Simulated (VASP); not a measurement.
# HfC (Fm-3m) in VASP: notebook

Runs on HfC. Level: LDA. Tasks: single point.

Program: VASP 6.6.1. These are calculated values, not measurements. Logs are shortened: lines on timing, memory, paths and dates and some standing lists are left out, and cuts for length are marked.

### Step 1. The cell of the first run

It takes space group Fm-3m (No. 225, cubic). Conventional cell: a = 4.392 Å, b = 4.392 Å, c = 4.392 Å, α = 90.00°, β = 90.00°, γ = 90.00°. Hf (site symmetry m-3m) has 6 C at 2.20 Å within 2.9 Å. C (site symmetry m-3m) has 6 Hf at 2.20 Å within 2.9 Å.

### Step 2. Single point, LDA

Input file INCAR:

```
SYSTEM = HfC
ALGO     = Normal         ! electronic algorithm
EDIFF    = 1E-6           ! SCF threshold, eV
ENCUT    = 520            ! plane-wave cutoff, eV
ISIF     = 2              ! what is computed and relaxed
ISMEAR   = 1              ! smearing method
LASPH    = .TRUE.         ! aspherical terms in the spheres
LCHARG   = .FALSE.        ! write CHGCAR
LREAL    = .FALSE.        ! projectors in reciprocal space
LWAVE    = .FALSE.        ! write WAVECAR
NBANDS   = 14             ! bands
NELM     = 60             ! most SCF steps
PREC     = Accurate       ! precision mode
SIGMA    = 0.1            ! smearing width, eV
```

Input file KPOINTS:

```
k-points
0
G
  12 12 12
  0 0 0
```

Input file POSCAR:

```
HfC
1.0
    0.0000000000      2.1960970536      2.1960970536
    2.1960970536      0.0000000000      2.1960970536
    2.1960970536      2.1960970536      0.0000000000
Hf C
1 1
Direct
    0.5000000000      0.5000000000      0.5000000000
    0.0000000000      0.0000000000      0.0000000000
```

Potentials or basis: VASP PAW LDA potentials, release 64 (Hf_pv, C).

Command:

```console
$ cat potpaw_LDA.64/Hf_pv/POTCAR potpaw_LDA.64/C/POTCAR > POTCAR
$ mpirun -np 1 vasp_std > vasp.out
```

OUTCAR:

```text
SYSTEM = HfC
   EDIFF = 1E-6
   ENCUT = 520
   ISIF = 2
   ISMEAR = 1
   LASPH = .TRUE.
   LREAL = .FALSE.
   NELM = 60
   PREC = Accurate

 ion  position               nearest neighbor table
   1  0.500  0.500  0.500-   2 2.20   2 2.20   2 2.20   2 2.20   2 2.20   2 2.20
   2  0.000  0.000  0.000-   1 2.20   1 2.20   1 2.20   1 2.20   1 2.20   1 2.20

  LATTYP: Found a face centered cubic cell.
 ALAT       =     4.3921941072

  Lattice vectors:

 A1 = (   0.0000000000,   2.1960970536,   2.1960970536)
 A2 = (   2.1960970536,   0.0000000000,   2.1960970536)
 A3 = (   2.1960970536,   2.1960970536,   0.0000000000)

Analysis of symmetry for initial positions (statically):
=====================================================================
 Subroutine PRICEL returns:
 Original cell was already a primitive cell.

 Routine SETGRP: Setting up the symmetry group for a
 face centered cubic supercell.

 Subroutine GETGRP returns: Found 48 space group operations
 (whereof 48 operations were pure point group operations)
 out of a pool of 48 trial point group operations.

The static configuration has the point symmetry O_h .

Analysis of symmetry for dynamics (positions and initial velocities):
=====================================================================
 Subroutine PRICEL returns:
 Original cell was already a primitive cell.

 Routine SETGRP: Setting up the symmetry group for a
 face centered cubic supercell.

 Subroutine GETGRP returns: Found 48 space group operations
 (whereof 48 operations were pure point group operations)
 out of a pool of 48 trial point group operations.

The dynamic configuration has the point symmetry O_h .

 Subroutine INISYM returns: Found 48 space group operations
 (whereof 48 operations are pure point group operations),
 and found     1 'primitive' translations

----------------------------------------------------------------------------------------

                                     Primitive cell

  volume of cell :      21.1829

  direct lattice vectors                    reciprocal lattice vectors
     0.000000000  2.196097054  2.196097054    -0.227676641  0.227676641  0.227676641
     2.196097054  0.000000000  2.196097054     0.227676641 -0.227676641  0.227676641
     2.196097054  2.196097054  0.000000000     0.227676641  0.227676641 -0.227676641

  length of vectors
     3.105750237  3.105750237  3.105750237     0.394347510  0.394347510  0.394347510

  position of ions in fractional coordinates (direct lattice)
     0.500000000  0.500000000  0.500000000
[... 88 lines left out ...]
   PSTRESS=    0.0 pullay stress
   NELECT =      14.0000    total number of electrons
   NUPDOWN=      -1.0000    fix difference up-down
   EMIN   =  10.00;   EMAX   =-10.00  energy-range for DOS
   EFERMI =   0.00;   METHOD = LEGACY
   ISMEAR =     1;   SIGMA  =   0.10  broadening in eV -4-tet -1-fermi 0-gaus
   EFERMI_NEDOS =   21; number of points for ismear=-14 and -15
   IALGO  =     38    algorithm
   IMIX   =      4    mixing-type and parameters
     AMIX     =   0.40;   BMIX     =  1.00
     AMIX_MAG =   1.60;   BMIX_MAG =  1.00
  volume/ion in A,a.u.               =      10.59        71.47
  Fermi-wavevector in a.u.,A,eV,Ry     =   1.426010  2.694769 27.667519  2.033505
  Thomas-Fermi vector in A             =   2.546333
   LORBIT       =      0    0 simple, 1 ext, 2 COOP (PROOUT), +10 PAW based schemes
   GGA     = CA    functional components
   LHFCALC =     F    Hartree Fock is set to
   AEXX    =    0.0000 exact exchange contribution
   IVDW    =     0    specifies the selected vdW correction
   LEPSILON=     F    determine dielectric tensor
   LRPA    =     F    only Hartree local field effects (RPA)
 non-spin polarized calculation
 Methfessel and Paxton  Order N= 1 SIGMA  =   0.10
  energy-cutoff  :      520.00
  volume of cell :       21.18
 maximum number of plane-waves:       588
   NGX = 11   NGY = 11   NGZ = 11

 number of electron      14.0000002 magnetization

 Free energy of the ion-electron system (eV)
  ---------------------------------------------------
  ext. energy  EPLUGINS =         0.00000000
  ---------------------------------------------------
  free energy    TOTEN  =       -22.56230885 eV

  energy without entropy =      -22.56197415  energy(sigma->0) =      -22.56219728

 E-fermi :   7.3752     XC(G=0): -13.3407

 val. band max:        7.3312745432   @ k =   0.4167   0.4167   0.0000
 cond. band min:       7.3889778777   @ k =   0.3333   0.2500   0.0000
 fundamental gap:      0.0577033346
 Fermi energy:         7.3752467473

 k-point     1 :       0.0000    0.0000    0.0000
  band No.  band energies     occupation
      1     -21.3012      2.00000
      2     -21.3012      2.00000
      3     -21.3012      2.00000
      4      -5.7061      2.00000
      5       8.3976     -0.00000
      6       8.3976     -0.00000
      7       8.3976     -0.00000
      8       8.5947     -0.00000
      9       8.5947     -0.00000
     10       8.5947     -0.00000
     11      11.1365      0.00000
     12      11.1365      0.00000
     13      16.4067      0.00000
     14      18.8133      0.00000
[... 377 lines left out ...]
      1     -22.4625      2.00000
      2     -21.6637      2.00000
      3     -21.4693      2.00000
      4      -1.4791      2.00000
      5       1.2153      2.00000
      6       4.0281      2.00000
      7       4.2047      2.00000
      8      12.1069      0.00000
      9      13.1138      0.00000
     10      13.3724      0.00000
     11      17.6037      0.00000
     12      19.2434      0.00000
     13      20.4295      0.00000
     14      21.1122      0.00000

 [... further k-points ...]

------------------------ aborting loop because EDIFF is reached ----------------------------------------

  FORCE on cell =-STRESS in cart. coord.  units (eV):
  Direction    XX          YY          ZZ          XY          YZ          ZX
  --------------------------------------------------------------------------------------
  -------------------------------------------------------------------------------------
  Total        5.5687268      5.5687268      5.5687268      0.0000000      0.0000000     -0.0000000
  in kB      421.1937466    421.1937466    421.1937466      0.0000000      0.0000000     -0.0000000
  external PRESSURE =     421.1937466 kB  Pullay stress =       0.0000000 kB

 VOLUME and BASIS-vectors are now :
 -----------------------------------------------------------------------------
  energy-cutoff  :      520.00
  volume of cell :       21.18
      direct lattice vectors                 reciprocal lattice vectors
     0.000000000  2.196097054  2.196097054    -0.227676641  0.227676641  0.227676641
     2.196097054  0.000000000  2.196097054     0.227676641 -0.227676641  0.227676641
     2.196097054  2.196097054  0.000000000     0.227676641  0.227676641 -0.227676641

 POSITION                                       TOTAL-FORCE (eV/Angst)
 -----------------------------------------------------------------------------------
      2.19610      2.19610      2.19610         0.000000      0.000000      0.000000
      0.00000      0.00000      0.00000         0.000000      0.000000     -0.000000
 -----------------------------------------------------------------------------------
    total drift:                                0.000000     -0.000000      0.000000

  FREE ENERGIE OF THE ION-ELECTRON SYSTEM (eV)
  ---------------------------------------------------
  free  energy   TOTEN  =       -22.5623088462 eV

  energy  without entropy=      -22.5619741494  energy(sigma->0) =      -22.56219728
```

OSZICAR:

```text
N       E                     dE             d eps       ncg     rms          rms(c)
DAV:   1     0.227707760283E+02    0.22771E+02   -0.79172E+03  2016   0.101E+03
DAV:   2    -0.241911486060E+02   -0.46962E+02   -0.44042E+02  2562   0.208E+02
DAV:   3    -0.256129766031E+02   -0.14218E+01   -0.14184E+01  2430   0.260E+01
DAV:   4    -0.256179054529E+02   -0.49288E-02   -0.49283E-02  2454   0.193E+00
DAV:   5    -0.256179300195E+02   -0.24567E-04   -0.24567E-04  2444   0.120E-01    0.788E+01
DAV:   6    -0.225237452525E+02    0.30942E+01   -0.11195E+01  2526   0.184E+01    0.544E+01
DAV:   7    -0.225743086857E+02   -0.50563E-01   -0.11856E+00  2382   0.549E+00    0.238E+01
DAV:   8    -0.225680827209E+02    0.62260E-02   -0.64823E-02  2424   0.134E+00    0.299E+00
DAV:   9    -0.225634646151E+02    0.46181E-02   -0.36311E-02  2334   0.943E-01    0.117E+00
DAV:  10    -0.225623040347E+02    0.11606E-02   -0.39038E-03  2280   0.392E-01    0.220E-01
DAV:  11    -0.225623090538E+02   -0.50192E-05   -0.10258E-04  2400   0.804E-02    0.182E-02
DAV:  12    -0.225623088462E+02    0.20764E-06   -0.27055E-06  2382   0.137E-02
   1 F= -.22562309E+02 E0= -.22562197E+02  d E =-.334697E-03
```

Wall time 31 s (1 thread of AMD EPYC 7R13, shared host); peak memory 0.11 GiB.

What came out:

```
Free energy            : -22.5623 eV
Pressure               : 42.1 GPa
Band gap on the k mesh : zero (band 7 reaches 8.40 eV, above the bottom of band 8 at 6.86 eV)
```

Levels at points of the mesh, in eV from the Fermi level:
```
           k point  band 4  band 5  band 6  band 7  band 8  band 9  band 10  band 11
(0.00, 0.00, 0.00)  -13.08    1.02    1.02    1.02    1.22    1.22     1.22     3.76
(0.50, 0.00, 0.00)   -8.08   -7.03   -3.74   -3.74    6.16    6.16     6.76     7.44
(0.50, 0.50, 0.00)  -11.17   -2.59   -2.25    0.10    0.10    6.20     8.00     8.00
```

Caveat: spin-orbit coupling is left out, which moves the levels of the heavy elements.

### Step 3. Single point, LDA

This run uses another cell than the first one, of 10.87 Å³/atom, 1.026 times its volume.

Input file INCAR:

```
ALGO = Normal
EDIFF = 1E-7
ENCUT = 520
GGA = CA
ISIF = 2
ISMEAR = 1
LASPH = T
LCHARG = F
LREAL = F
LWAVE = F
NBANDS = 14
NELM = 100
PREC = Accurate
SIGMA = 0.1
```

Input file KPOINTS:

```
k-points
0
Gamma
  12 12 12
```

Input file POSCAR:

```
HfC
1.0
    0.0000000000      2.2149077792      2.2149077792
    2.2149077792      0.0000000000      2.2149077792
    2.2149077792      2.2149077792      0.0000000000
Hf C
1 1
Direct
    0.5000000000      0.5000000000      0.5000000000
    0.0000000000      0.0000000000      0.0000000000
```

Potentials or basis: VASP PAW LDA potentials, release 64 (Hf_pv, C).

Command:

```console
$ cat potpaw_LDA.64/Hf_pv/POTCAR potpaw_LDA.64/C/POTCAR > POTCAR
$ mpirun -np 1 vasp_std > vasp.out
```

Run time: 36 s. Hardware: 1 thread of AMD EPYC 7R13, shared host; peak memory 0.11 GiB.

Results (log left out):

```
Free energy            : -22.6887 eV
Pressure               : 31.7 GPa
Band gap on the k mesh : zero (band 7 reaches 8.16 eV, above the bottom of band 8 at 6.64 eV)
```

Levels at points of the mesh, in eV from the Fermi level:
```csv
k point,band 3,band 4,band 5,band 6,band 7,band 8,band 9,band 10,band 11,band 12
"(0.00, 0.00, 0.00)",-28.79,-12.95,1.01,1.01,1.01,1.23,1.23,1.23,3.69,3.69
"(0.50, 0.00, 0.00)",-28.90,-8.15,-6.90,-3.63,-3.63,6.00,6.00,6.59,7.31,13.23
"(0.50, 0.50, 0.00)",-29.19,-11.03,-2.47,-2.32,0.06,0.06,6.04,7.77,7.77,10.29
```

Caveat: spin-orbit coupling is left out, which moves the levels of the heavy elements.

### Step 4. Single point, LDA

This run uses another cell than the first one, of 11.18 Å³/atom, 1.055 times its volume.

Input file INCAR:

```
SYSTEM = HfC
ALGO     = Normal         ! electronic algorithm
EDIFF    = 1E-6           ! SCF threshold, eV
ENCUT    = 520            ! plane-wave cutoff, eV
ISIF     = 2              ! what is computed and relaxed
ISMEAR   = 1              ! smearing method
LASPH    = .TRUE.         ! aspherical terms in the spheres
LCHARG   = .TRUE.         ! write CHGCAR
LELF     = .TRUE.         ! ELF
LREAL    = .FALSE.        ! projectors in reciprocal space
LVHAR    = .TRUE.       
LWAVE    = .FALSE.        ! write WAVECAR
NBANDS   = 14             ! bands
NELM     = 60             ! most SCF steps
PREC     = Accurate       ! precision mode
SIGMA    = 0.1            ! smearing width, eV
```

Input file KPOINTS:

```
k-points
0
G
  12 12 12
  0 0 0
```

Input file POSCAR:

```
HfC
1.0
    0.0000000000      2.2358607413      2.2358607413
    2.2358607413      0.0000000000      2.2358607413
    2.2358607413      2.2358607413      0.0000000000
Hf C
1 1
Direct
    0.5000000000      0.5000000000      0.5000000000
    0.0000000000      0.0000000000      0.0000000000
```

Potentials or basis: VASP PAW LDA potentials, release 64 (Hf_pv, C).

Command:

```console
$ cat potpaw_LDA.64/Hf_pv/POTCAR potpaw_LDA.64/C/POTCAR > POTCAR
$ mpirun -np 1 vasp_std > vasp.out
```

OUTCAR:

```text
SYSTEM = HfC
   EDIFF = 1E-6
   ENCUT = 520
   ISIF = 2
   ISMEAR = 1
   LASPH = .TRUE.
   LREAL = .FALSE.
   NELM = 60
   PREC = Accurate

 ion  position               nearest neighbor table
   1  0.500  0.500  0.500-   2 2.24   2 2.24   2 2.24   2 2.24   2 2.24   2 2.24
   2  0.000  0.000  0.000-   1 2.24   1 2.24   1 2.24   1 2.24   1 2.24   1 2.24

  LATTYP: Found a face centered cubic cell.
 ALAT       =     4.4717214826

  Lattice vectors:

 A1 = (   0.0000000000,   2.2358607413,   2.2358607413)
 A2 = (   2.2358607413,   0.0000000000,   2.2358607413)
 A3 = (   2.2358607413,   2.2358607413,   0.0000000000)

Analysis of symmetry for initial positions (statically):
=====================================================================
 Subroutine PRICEL returns:
 Original cell was already a primitive cell.

 Routine SETGRP: Setting up the symmetry group for a
 face centered cubic supercell.

 Subroutine GETGRP returns: Found 48 space group operations
 (whereof 48 operations were pure point group operations)
 out of a pool of 48 trial point group operations.

The static configuration has the point symmetry O_h .

[... 174 lines left out ...]
      6       7.9007     -0.00000
      7       7.9007     -0.00000
      8       8.1310     -0.00000
      9       8.1310     -0.00000
     10       8.1310     -0.00000
     11      10.4995      0.00000
     12      10.4995      0.00000
     13      15.2250      0.00000
     14      18.1909      0.00000
[... 377 lines left out ...]
      1     -22.9879      2.00000
      2     -22.3288      2.00000
      3     -22.1700      2.00000
      4      -1.9531      2.00000
      5       0.9580      2.00000
      6       3.7480      2.00000
      7       3.8245      2.00000
      8      11.4285      0.00000
      9      12.3490      0.00000
     10      12.6007      0.00000
     11      16.5870      0.00000
     12      18.1265      0.00000
     13      19.2025      0.00000
     14      20.3279      0.00000

 [... further k-points ...]

------------------------ aborting loop because EDIFF is reached ----------------------------------------

  FORCE on cell =-STRESS in cart. coord.  units (eV):
  Direction    XX          YY          ZZ          XY          YZ          ZX
  --------------------------------------------------------------------------------------
  -------------------------------------------------------------------------------------
  Total        2.9823207      2.9823207      2.9823207     -0.0000000     -0.0000000      0.0000000
  in kB      213.7473182    213.7473182    213.7473182     -0.0000000     -0.0000000      0.0000000
  external PRESSURE =     213.7473182 kB  Pullay stress =       0.0000000 kB

 VOLUME and BASIS-vectors are now :
 -----------------------------------------------------------------------------
  energy-cutoff  :      520.00
  volume of cell :       22.35
      direct lattice vectors                 reciprocal lattice vectors
     0.000000000  2.235860741  2.235860741    -0.223627523  0.223627523  0.223627523
     2.235860741  0.000000000  2.235860741     0.223627523 -0.223627523  0.223627523
     2.235860741  2.235860741  0.000000000     0.223627523  0.223627523 -0.223627523

 POSITION                                       TOTAL-FORCE (eV/Angst)
 -----------------------------------------------------------------------------------
      2.23586      2.23586      2.23586        -0.000000     -0.000000     -0.000000
      0.00000      0.00000      0.00000         0.000000      0.000000      0.000000
 -----------------------------------------------------------------------------------
    total drift:                                0.000000     -0.000000      0.000000

  FREE ENERGIE OF THE ION-ELECTRON SYSTEM (eV)
  ---------------------------------------------------
  free  energy   TOTEN  =       -22.7916221077 eV

  energy  without entropy=      -22.7912955776  energy(sigma->0) =      -22.79151326
```

stdout:

```text
POSCAR found type information on POSCAR HfC
 POSCAR found :  2 types and       2 ions
 scaLAPACK will be used
 LDA part: xc-table for (Slater(with rela. corr.)+CA(PZ))
 , standard interpolation
 POSCAR, INCAR and KPOINTS ok, starting setup
 FFT: planning ... GRIDC
 FFT: planning ... GRID_SOFT
 FFT: planning ... GRID
 WAVECAR not read
 entering main loop
```

Run time: 42 s. Hardware: 1 thread of AMD EPYC 7R13, shared host; peak memory 0.11 GiB.

Results:

| Item | Value |
| --- | --- |
| Free energy | -22.7916 eV |
| Pressure | 21.4 GPa |
| Band gap on the k mesh | zero (band 7 reaches 7.90 eV, above the bottom of band 8 at 6.39 eV) |

Levels at points of the mesh, in eV from the Fermi level:
```tsv
k point	band 5	band 6	band 7	band 8	band 9	band 10
(0.00, 0.00, 0.00)	1.00	1.00	1.00	1.23	1.23	1.23
(0.50, 0.00, 0.00)	-6.76	-3.51	-3.51	5.83	5.83	6.39
(0.50, 0.50, 0.00)	-2.39	-2.35	0.02	0.02	5.87	7.53
```

Caveat: spin-orbit coupling is left out, which moves the levels of the heavy elements.

### Step 5. Overview

| cell | gap on the mesh (eV) | pressure (GPa) |
| --- | --- | --- |
| a = 3.106 Å, angles 60.0°, 2 atoms | none | 42.1 |
| a = 3.132 Å, angles 60.0°, 2 atoms | none | 31.7 |
| a = 3.162 Å, angles 60.0°, 2 atoms | none | 21.4 |

Alike in all rows: task single point; level LDA; potentials or basis VASP PAW LDA potentials, release 64 (Hf_pv, C); no spin polarisation; k mesh 12 × 12 × 12; cutoff (eV) 520; smearing methfessel-paxton 0.1 eV.

Caveats: spin-orbit coupling is left out, which moves the levels of the heavy elements.

Absolute energies hang on the potentials; compare differences alone.
